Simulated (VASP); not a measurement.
Write the native input for VASP 6.6.1 that does the following.

```yaml
Task: single point
Functional: LDA
Potentials_or_basis: VASP PAW LDA potentials, release 64 (Ba_sv)
Cutoff: 520 eV
k_mesh: 14 × 14 × 14
Occupations: gaussian, width 0.15 eV
Spin: no spin polarisation
Dipole_correction: no
Further_INCAR_settings: ALGO = Fast; EDIFF = 1e-06; NBANDS = 11
```

The structure of Ba lies in POSCAR:

```
Ba
1.0
   -2.3750000000      2.6250000000      2.5000000000
    2.3750000000     -2.6250000000      2.5000000000
    2.3750000000      2.6250000000     -2.5000000000
Ba
1
Direct
    0.0000000000      0.0000000000      0.0000000000
```

This cell differs from its parent crystal: strain -0.0500 x Voigt [1, -1, 0, 0, 0, 0].

These files were run (other wordings do the same):

INCAR

```
SYSTEM = Ba
PREC = Accurate
ENCUT = 520
EDIFF = 1E-6
ISMEAR = 0
SIGMA = 0.15
LREAL = .False.
LASPH = .True.
NELM = 100
ALGO = Fast
ISIF = 2
LWAVE = .False.
LCHARG = .True.
LELF = .True.
LVHAR = .True.
NBANDS = 11
```

KPOINTS

```
Automatic mesh
0
Gamma
  14 14 14
  0 0 0
```

Potentials or basis: VASP PAW LDA potentials, release 64 (Ba_sv).

Command:

```console
$ cat potpaw_LDA.64/Ba_sv/POTCAR > POTCAR
$ mpirun -np 1 vasp_std > vasp.out
```

Results of the run:

```json
{
 "Pressure": "-1.2 GPa",
 "Band gap on the k mesh": "zero (bands 5 and 6 overlap by 0.90 eV)"
}
```

Caveat: the cell differs from its parent crystal (strain -0.0500 x Voigt [1, -1, 0, 0, 0, 0]); spin-orbit coupling is left out, which moves the levels of the heavy elements.

Wall time 88 s on 1 thread of AMD EPYC 9R45 96-Core Processor (Zen 5), with other jobs on the host, peak memory 0.36 GiB.
